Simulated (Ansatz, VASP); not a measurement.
**One calculation of ScAlN2, two programs**

```xyz
4
Lattice="3.0786 0.0000 0.0000 -1.5393 2.6662 0.0000 0.0000 0.0000 5.5903" Properties=species:S:1:pos:R:3 pbc="T T T"
Sc    0.0000    0.0000    0.0000
Al    0.0000    0.0000    2.7952
N     0.0000    1.7775    1.3137
N     1.5393    0.8887    4.2766
```

Change from the starting cell: species swapped into the LiVS2 type (P-3m1, No. 164).

Alike in both runs: task relaxation of cell and atoms; functional PBE; k mesh 6 × 6 × 4; occupations gaussian, width 0.1 eV; no spin polarisation.

|  | VASP | Ansatz |
| --- | --- | --- |
| version | VASP 6.6.1 | Ansatz 0.2.0 |
| potentials or method | VASP PAW PBE potentials, release 64 (Sc_sv, Al, N), cutoff 600 eV | scalar-relativistic, plane waves, PAW |
| valence electrons in the cell | 24 | 24 |

|  | VASP | Ansatz | Ansatz less VASP |
| --- | --- | --- | --- |
| gap on the k mesh at the Fermi level, each at its own relaxed structure (eV) | 0.90 | 0.92 | +0.025 |
| relaxed volume (Å³/atom) | 10.25 | 10.23 | -0.026 |
| relaxed cell length with the largest relative difference (Å) | 5.216 | 5.211 | -0.0049 |
